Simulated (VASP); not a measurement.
# Si2W (I4/mmm) in VASP: notebook

Runs on Si2W. Level: LDA. Tasks: single point.

All numbers are computed with VASP 6.6.1; they aren't measurements. Logs are shortened: lines on timing, memory, paths and dates and some standing lists are left out, and cuts for length are marked.

### Step 1. The cell of the first run

It takes space group I4/mmm (No. 139, tetragonal). The conventional cell has a = 3.214 Å, b = 3.214 Å, c = 7.830 Å, α = 90.00°, β = 90.00°, γ = 90.00°. Si (site symmetry 4mm) has 9 Si at 2.59 to 3.21 Å and 5 W at 2.62 Å within 3.4 Å. W (site symmetry 4/mmm) has 10 Si at 2.62 Å and 4 W at 3.21 Å within 3.4 Å.

### Step 2. Single point, LDA

Contents of INCAR:

```
  PREC = Accurate
  ENCUT = 500
  EDIFF = 1E-6
  ISMEAR = -1
  SIGMA = 0.1
  LREAL = False
  LASPH = True
  NELM = 120
  ALGO = Normal
  ISIF = 2
  LWAVE = False
  LCHARG = True
  GGA = CA
  LELF = True
  LVHAR = True
  NBANDS = 18
  GGA_COMPAT = False
```

Contents of KPOINTS:

```
Automatic mesh
0
Gamma
  12 12 12
```

Contents of POSCAR:

```
Si2W
1.0
   -1.6069000000      1.6069000000      3.9149500000
    1.6069000000     -1.6069000000      3.9149500000
    1.6069000000      1.6069000000     -3.9149500000
Si W
2 1
Direct
    0.3347000000      0.3347000000      0.0000000000
    0.6653000000      0.6653000000      0.0000000000
    0.0000000000      0.0000000000      0.0000000000
```

Potentials or basis: VASP PAW LDA potentials, release 64 (Si, W_sv).

Launch:

```bash
cat potpaw_LDA.64/Si/POTCAR potpaw_LDA.64/W_sv/POTCAR > POTCAR
mpirun -np 1 vasp_std > vasp.out
```

OUTCAR:

```text
PREC = Accurate
   ENCUT = 500
   EDIFF = 1E-6
   ISMEAR = -1
   LREAL = False
   LASPH = True
   NELM = 120
   ISIF = 2
   GGA = CA

 ion  position               nearest neighbor table
   1  0.335  0.335  0.000-   2 2.59   3 2.62   3 2.62   3 2.62   3 2.62   3 2.62   2 2.63   2 2.63
                             2 2.63   2 2.63
   2  0.665  0.665  0.000-   1 2.59   3 2.62   3 2.62   3 2.62   3 2.62   3 2.62   1 2.63   1 2.63
                             1 2.63   1 2.63
   3  0.000  0.000  0.000-   2 2.62   2 2.62   2 2.62   1 2.62   2 2.62   1 2.62   1 2.62   1 2.62
                             1 2.62   2 2.62

  LATTYP: Found a body centered tetragonal cell.
 ALAT       =     3.2138000000
 C/A-ratio  =     2.4363370465

  Lattice vectors:

 A1 = (  -1.6069000000,   1.6069000000,   3.9149500000)
 A2 = (   1.6069000000,  -1.6069000000,   3.9149500000)
 A3 = (   1.6069000000,   1.6069000000,  -3.9149500000)

Analysis of symmetry for initial positions (statically):
=====================================================================
 Subroutine PRICEL returns:
 Original cell was already a primitive cell.

 Routine SETGRP: Setting up the symmetry group for a
 body centered tetragonal supercell.

 Subroutine GETGRP returns: Found 16 space group operations
 (whereof 16 operations were pure point group operations)
 out of a pool of 16 trial point group operations.

The static configuration has the point symmetry D_4h.

Analysis of symmetry for dynamics (positions and initial velocities):
=====================================================================
 Subroutine PRICEL returns:
 Original cell was already a primitive cell.

 Routine SETGRP: Setting up the symmetry group for a
 body centered tetragonal supercell.

 Subroutine GETGRP returns: Found 16 space group operations
 (whereof 16 operations were pure point group operations)
 out of a pool of 16 trial point group operations.

The dynamic configuration has the point symmetry D_4h.

 Subroutine INISYM returns: Found 16 space group operations
 (whereof 16 operations are pure point group operations),
 and found     1 'primitive' translations

----------------------------------------------------------------------------------------

                                     Primitive cell

  volume of cell :      40.4356

  direct lattice vectors                    reciprocal lattice vectors
    -1.606900000  1.606900000  3.914950000     0.000000000  0.311158131  0.127715552
     1.606900000 -1.606900000  3.914950000     0.311158131  0.000000000  0.127715552
     1.606900000  1.606900000 -3.914950000     0.311158131  0.311158131  0.000000000

  length of vectors
     4.526708376  4.526708376  4.526708376     0.336348992  0.336348992  0.440044048

  position of ions in fractional coordinates (direct lattice)
     0.334700000  0.334700000  0.000000000
     0.665300000  0.665300000  0.000000000
     0.000000000  0.000000000  0.000000000

  ion indices of the primitive-cell ions
   primitive index   ion index
                 1           1
                 2           2
                 3           3

----------------------------------------------------------------------------------------

 KPOINTS: Automatic mesh

Automatic generation of k-mesh.
 Grid dimensions read from file:
 generate k-points for:   12   12   12

 Generating k-lattice:

  Cartesian coordinates                     Fractional coordinates (reciprocal lattice)
     0.000000000  0.025929844  0.010642963     0.083333333  0.000000000  0.000000000
     0.025929844  0.000000000  0.010642963     0.000000000  0.083333333  0.000000000
     0.025929844  0.025929844  0.000000000     0.000000000  0.000000000  0.083333333

  Length of vectors
     0.028029083  0.028029083  0.036670337

  Shift w.r.t. Gamma in fractional coordinates (k-lattice)
     0.000000000  0.000000000  0.000000000

 Subroutine IBZKPT returns following result:
 ===========================================

 Found    163 irreducible k-points:

 Following reciprocal coordinates:
            Coordinates               Weight
  0.000000  0.000000  0.000000      1.000000
  0.083333  0.000000  0.000000      8.000000
  0.166667 -0.000000  0.000000      8.000000
  0.250000  0.000000  0.000000      8.000000
  0.333333  0.000000  0.000000      8.000000
  0.416667  0.000000  0.000000      8.000000
[... 16 lines left out ...]
  0.500000  0.166667 -0.000000     16.000000
 -0.416667  0.166667  0.000000     16.000000
 [... further k-points ...]
   k-points           NKPTS =    163   k-points in BZ     NKDIM =    163   number of bands    NBANDS=     18
   number of dos      NEDOS =    301   number of ions     NIONS =      3
   total plane-waves  NPLWV =  46656
   dimension x,y,z NGX =    36 NGY =   36 NGZ =   36
   dimension x,y,z NGXF=    72 NGYF=   72 NGZF=   72
   ions per type =               2   1
   NGX,Y,Z   is equivalent  to a cutoff of  13.22, 13.22, 13.22 a.u.
   NGXF,Y,Z  is equivalent  to a cutoff of  26.44, 26.44, 26.44 a.u.
 SYSTEM =  unknown system
   PREC   = accura    normal or accurate (medium, high low for compatibility)
   ISTART =      0    job   : 0-new  1-cont  2-samecut
   ICHARG =      2    charge: 1-file 2-atom 10-const
   ISPIN  =      1    spin polarized calculation?
   LNONCOLLINEAR =      F non collinear calculations
   LSORBIT =      F    spin-orbit coupling
   LASPH  =      T    aspherical Exc in radial PAW
   ENCUT  =  500.0 eV  36.75 Ry    6.06 a.u.   8.25  8.25  8.25*2*pi/ulx,y,z
   NELM   =    120;   NELMIN=  2; NELMDL= -5     # of ELM steps
   EDIFF  = 0.1E-05   stopping-criterion for ELM
   LREAL  =      F    real-space projection
   EDIFFG = 0.1E-04   stopping-criterion for IOM
   NSW    =      0    number of steps for IOM
   IBRION =     -1    ionic relax: 0-MD 1-quasi-New 2-CG
   NFREE  =      0    steps in history (QN), initial steepest desc. (CG)
   ISIF   =      2    stress and relaxation
   ISYM   =      2    0-nonsym 1-usesym 2-fastsym
   POTIM  = 0.5000    time-step for ionic-motion
   TEBEG  =    0.0;   TEEND  =   0.0 temperature during run
   PSTRESS=    0.0 pullay stress
   NELECT =      22.0000    total number of electrons
   NUPDOWN=      -1.0000    fix difference up-down
   EMIN   =  10.00;   EMAX   =-10.00  energy-range for DOS
   EFERMI =   0.00;   METHOD = LEGACY
   ISMEAR =    -1;   SIGMA  =   0.10  broadening in eV -4-tet -1-fermi 0-gaus
   EFERMI_NEDOS =   21; number of points for ismear=-14 and -15
   IALGO  =     38    algorithm
   IMIX   =      4    mixing-type and parameters
     AMIX     =   0.40;   BMIX     =  1.00
     AMIX_MAG =   1.60;   BMIX_MAG =  1.00
  volume/ion in A,a.u.               =      13.48        90.96
  Fermi-wavevector in a.u.,A,eV,Ry     =   1.336476  2.525573 24.302284  1.786167
  Thomas-Fermi vector in A             =   2.465099
   LORBIT       =      0    0 simple, 1 ext, 2 COOP (PROOUT), +10 PAW based schemes
   GGA     = CA    functional components
   LHFCALC =     F    Hartree Fock is set to
   AEXX    =    0.0000 exact exchange contribution
   IVDW    =     0    specifies the selected vdW correction
   LEPSILON=     F    determine dielectric tensor
   LRPA    =     F    only Hartree local field effects (RPA)
 non-spin polarized calculation
  energy-cutoff  :      500.00
  volume of cell :       40.44
 maximum number of plane-waves:      1044
 NGX is ok and might be reduce to    36
   NGX = 17   NGY = 17   NGZ = 17

 number of electron      21.9999999 magnetization

 Free energy of the ion-electron system (eV)
  ---------------------------------------------------
  ext. energy  EPLUGINS =         0.00000000
  ---------------------------------------------------
  free energy    TOTEN  =       -27.34692771 eV

  energy without entropy =      -27.33619095  energy(sigma->0) =      -27.34155933

 E-fermi :  11.8800     XC(G=0): -12.6464

 val. band max:       11.8383864483   @ k =  -0.3333  -0.4167   0.3333
 cond. band min:      11.9200184436   @ k =  -0.4167  -0.4167   0.3333
 fundamental gap:      0.0816319953
 Fermi energy:        11.8800244576

 k-point     1 :       0.0000    0.0000    0.0000
  band No.  band energies     occupation
      1     -61.5232      2.00000
      2     -26.0468      2.00000
      3     -26.0202      2.00000
      4     -26.0202      2.00000
      5      -2.1078      2.00000
      6       5.0713      2.00000
[... 10 lines left out ...]
     17      17.5490      0.00000
     18      17.5490      0.00000

 k-point     2 :       0.0833    0.0000    0.0000
  band No.  band energies     occupation
      1     -61.5226      2.00000
      2     -26.0457      2.00000
      3     -26.0353      2.00000
      4     -26.0188      2.00000
      5      -1.9752      2.00000
      6       5.0823      2.00000
[... 10 lines left out ...]
     17      17.5668      0.00000
     18      18.0280      0.00000

 k-point     3 :       0.1667   -0.0000    0.0000
  band No.  band energies     occupation
      1     -61.5212      2.00000
      2     -26.0764      2.00000
      3     -26.0426      2.00000
      4     -26.0151      2.00000
      5      -1.5841      2.00000
      6       5.0583      2.00000
[... 10 lines left out ...]
     17      17.8926      0.00000
     18      19.1074      0.00000

 k-point     4 :       0.2500    0.0000    0.0000
  band No.  band energies     occupation
      1     -61.5192      2.00000
      2     -26.1320      2.00000
      3     -26.0384      2.00000
      4     -26.0100      2.00000
      5      -0.9541      2.00000
      6       4.7870      2.00000
[... 375 lines left out ...]
      4     -26.0263      2.00000
      5       1.5167      2.00000
      6       3.0307      2.00000
[... 10 lines left out ...]
     17      19.1955      0.00000
     18      20.5262      0.00000

 k-point    23 :       0.5000    0.1667   -0.0000
  band No.  band energies     occupation
      1     -61.5134      2.00000
      2     -26.2337      2.00000
      3     -26.0530      2.00000
      4     -26.0242      2.00000
      5       1.9922      2.00000
      6       2.5617      2.00000
[... 10 lines left out ...]
     17      19.2673      0.00000
     18      20.6244      0.00000

 k-point    24 :      -0.4167    0.1667    0.0000
  band No.  band energies     occupation
      1     -61.5139      2.00000
      2     -26.2192      2.00000
      3     -26.0545      2.00000
      4     -26.0245      2.00000
      5       0.9664      2.00000
      6       3.6240      2.00000
[... 10 lines left out ...]
     17      18.9549      0.00000
     18      20.2286      0.00000

 [... further k-points ...]

------------------------ aborting loop because EDIFF is reached ----------------------------------------

  FORCE on cell =-STRESS in cart. coord.  units (eV):
  Direction    XX          YY          ZZ          XY          YZ          ZX
  --------------------------------------------------------------------------------------
  -------------------------------------------------------------------------------------
  Total       -1.2666877     -1.2666877     -1.2613016      0.0000000     -0.0000000      0.0000000
  in kB      -50.1898866    -50.1898866    -49.9764729      0.0000000     -0.0000000      0.0000000
  external PRESSURE =     -50.1187487 kB  Pullay stress =       0.0000000 kB

 VOLUME and BASIS-vectors are now :
 -----------------------------------------------------------------------------
  energy-cutoff  :      500.00
  volume of cell :       40.44
      direct lattice vectors                 reciprocal lattice vectors
    -1.606900000  1.606900000  3.914950000     0.000000000  0.311158131  0.127715552
     1.606900000 -1.606900000  3.914950000     0.311158131  0.000000000  0.127715552
     1.606900000  1.606900000 -3.914950000     0.311158131  0.311158131  0.000000000

 POSITION                                       TOTAL-FORCE (eV/Angst)
 -----------------------------------------------------------------------------------
      0.00000      0.00000      2.62067         0.000000      0.000000      0.041057
      0.00000      0.00000      5.20923        -0.000000     -0.000000     -0.041057
      0.00000      0.00000      0.00000         0.000000      0.000000     -0.000000
 -----------------------------------------------------------------------------------
    total drift:                               -0.000000     -0.000000      0.000000

  FREE ENERGIE OF THE ION-ELECTRON SYSTEM (eV)
  ---------------------------------------------------
  free  energy   TOTEN  =       -27.3469277081 eV

  energy  without entropy=      -27.3361909502  energy(sigma->0) =      -27.34155933
```

Wall time 3.6 min (1 thread of Intel Xeon 8259CL, shared host); peak memory 0.25 GiB.

What came out:

```yaml
Free_energy: -27.3469 eV
Pressure: -5.0 GPa
Largest_force: 0.041 eV/Å
Band_gap_on_the_k_mesh: zero (bands 11 and 12 overlap by 1.29 eV)
```

Forces on the atoms (eV/Å):
```
Si   0.000  0.000  0.041
Si   0.000  0.000 -0.041
W    0.000  0.000  0.000
```

Caveat: the cell stands under tension; spin-orbit coupling is left out, which moves the levels of the heavy elements.

### Step 3. Single point, LDA

Contents of INCAR:

```
PREC     = Accurate       # precision mode
ENCUT    = 500            # plane-wave cutoff, eV
EDIFF    = 1E-6           # SCF threshold, eV
ISMEAR   = -1             # smearing method
SIGMA    = 0.1            # smearing width, eV
LREAL    = F              # projectors in reciprocal space
LASPH    = T              # aspherical terms in the spheres
NELM     = 120            # most SCF steps
ALGO     = Normal         # electronic algorithm
ISIF     = 2              # what is computed and relaxed
LWAVE    = F              # write WAVECAR
LCHARG   = F              # write CHGCAR
NBANDS   = 18             # bands
GGA_COMPAT= F
```

Contents of KPOINTS:

```
regular mesh
0
Gamma
  12 12 12
```

POSCAR is that of step 2.

Potentials or basis: VASP PAW LDA potentials, release 64 (Si, W_sv).

Launch:

```bash
cat potpaw_LDA.64/Si/POTCAR potpaw_LDA.64/W_sv/POTCAR > POTCAR
mpirun -np 1 vasp_std > vasp.out
```

OUTCAR:

```text
PREC = Accurate
   ENCUT = 500
   EDIFF = 1E-6
   ISMEAR = -1
   LREAL = F
   LASPH = T
   NELM = 120
   ISIF = 2

 ion  position               nearest neighbor table
   1  0.335  0.335  0.000-   2 2.59   3 2.62   3 2.62   3 2.62   3 2.62   3 2.62   2 2.63   2 2.63
                             2 2.63   2 2.63
   2  0.665  0.665  0.000-   1 2.59   3 2.62   3 2.62   3 2.62   3 2.62   3 2.62   1 2.63   1 2.63
                             1 2.63   1 2.63
   3  0.000  0.000  0.000-   2 2.62   2 2.62   2 2.62   1 2.62   2 2.62   1 2.62   1 2.62   1 2.62
                             1 2.62   2 2.62

[... 702 lines left out ...]
  Direction    XX          YY          ZZ          XY          YZ          ZX
  --------------------------------------------------------------------------------------
  -------------------------------------------------------------------------------------
  Total       -1.2666877     -1.2666877     -1.2613016      0.0000000     -0.0000000      0.0000000
  in kB      -50.1898866    -50.1898866    -49.9764729      0.0000000     -0.0000000      0.0000000
  external PRESSURE =     -50.1187487 kB  Pullay stress =       0.0000000 kB

 VOLUME and BASIS-vectors are now :
 -----------------------------------------------------------------------------
  energy-cutoff  :      500.00
  volume of cell :       40.44
      direct lattice vectors                 reciprocal lattice vectors
    -1.606900000  1.606900000  3.914950000     0.000000000  0.311158131  0.127715552
     1.606900000 -1.606900000  3.914950000     0.311158131  0.000000000  0.127715552
     1.606900000  1.606900000 -3.914950000     0.311158131  0.311158131  0.000000000

 POSITION                                       TOTAL-FORCE (eV/Angst)
 -----------------------------------------------------------------------------------
      0.00000      0.00000      2.62067         0.000000      0.000000      0.041057
      0.00000      0.00000      5.20923        -0.000000     -0.000000     -0.041057
      0.00000      0.00000      0.00000         0.000000      0.000000     -0.000000
 -----------------------------------------------------------------------------------
    total drift:                               -0.000000     -0.000000      0.000000

  FREE ENERGIE OF THE ION-ELECTRON SYSTEM (eV)
  ---------------------------------------------------
  free  energy   TOTEN  =       -27.3469277081 eV

  energy  without entropy=      -27.3361909502  energy(sigma->0) =      -27.34155933
```

OSZICAR:

```text
N       E                     dE             d eps       ncg     rms          rms(c)
DAV:   1     0.125334498233E+03    0.12533E+03   -0.10482E+04  5868   0.120E+03
DAV:   2    -0.237130707496E+02   -0.14905E+03   -0.14563E+03  6768   0.315E+02
DAV:   3    -0.281861450265E+02   -0.44731E+01   -0.44100E+01  7404   0.493E+01
DAV:   4    -0.282265129393E+02   -0.40368E-01   -0.40276E-01  6992   0.488E+00
DAV:   5    -0.282269609080E+02   -0.44797E-03   -0.44794E-03  7004   0.545E-01    0.255E+01
DAV:   6    -0.274712662916E+02    0.75569E+00   -0.33403E+00  6304   0.128E+01    0.875E+00
DAV:   7    -0.273744247861E+02    0.96842E-01   -0.26214E-01  6270   0.290E+00    0.464E+00
DAV:   8    -0.273476459972E+02    0.26779E-01   -0.51918E-02  6630   0.168E+00    0.299E-01
DAV:   9    -0.273471006316E+02    0.54537E-03   -0.11394E-03  6780   0.277E-01    0.180E-01
DAV:  10    -0.273469334913E+02    0.16714E-03   -0.27627E-04  7074   0.148E-01    0.394E-02
DAV:  11    -0.273469277535E+02    0.57378E-05   -0.36450E-05  6688   0.442E-02    0.198E-02
DAV:  12    -0.273469277081E+02    0.45390E-07   -0.17244E-06  4808   0.862E-03
   1 F= -.27346928E+02 E0= -.27341559E+02  d E =-.107368E-01
```

stdout:

```text
POSCAR found type information on POSCAR SiW
 POSCAR found :  2 types and       3 ions
 scaLAPACK will be used
 LDA part: xc-table for (Slater(with rela. corr.)+CA(PZ))
 , standard interpolation
 POSCAR, INCAR and KPOINTS ok, starting setup
 FFT: planning ... GRIDC
 FFT: planning ... GRID_SOFT
 FFT: planning ... GRID
 WAVECAR not read
 entering main loop
```

It took 3.2 min on 1 thread of Intel Xeon 8259CL, shared host; peak memory 0.25 GiB.

What came out:

- Free energy: -27.3469 eV
- Pressure: -5.0 GPa
- Largest force: 0.041 eV/Å
- Band gap on the k mesh: zero (bands 11 and 12 overlap by 1.29 eV)

Forces on the atoms (eV/Å):
```
Si   0.000  0.000  0.041
Si   0.000  0.000 -0.041
W    0.000  0.000  0.000
```

Levels at points of the mesh, in eV from the Fermi level:
| k point | band 7 | band 8 | band 9 | band 10 | band 11 | band 12 | band 13 | band 14 | band 15 | band 16 |
| --- | --- | --- | --- | --- | --- | --- | --- | --- | --- | --- |
| (0.00, 0.00, 0.00) | -3.69 | -3.34 | -2.83 | -2.83 | 0.60 | 2.74 | 3.02 | 3.11 | 3.11 | 4.59 |
| (0.50, 0.00, 0.00) | -5.71 | -4.77 | -2.79 | -2.77 | -0.44 | 2.64 | 2.80 | 3.95 | 4.37 | 5.16 |
| (0.50, 0.50, 0.00) | -5.91 | -5.46 | -4.97 | -3.24 | -1.66 | 2.82 | 2.90 | 3.08 | 3.90 | 4.41 |
| (0.50, 0.50, 0.50) | -3.85 | -2.57 | -0.80 | -0.80 | -0.51 | -0.51 | 0.77 | 4.49 | 4.79 | 6.21 |

Caveat: the cell stands under tension; spin-orbit coupling is left out, which moves the levels of the heavy elements.

The gap in the log of VASP goes by the Fermi energy; the results here count the filled bands.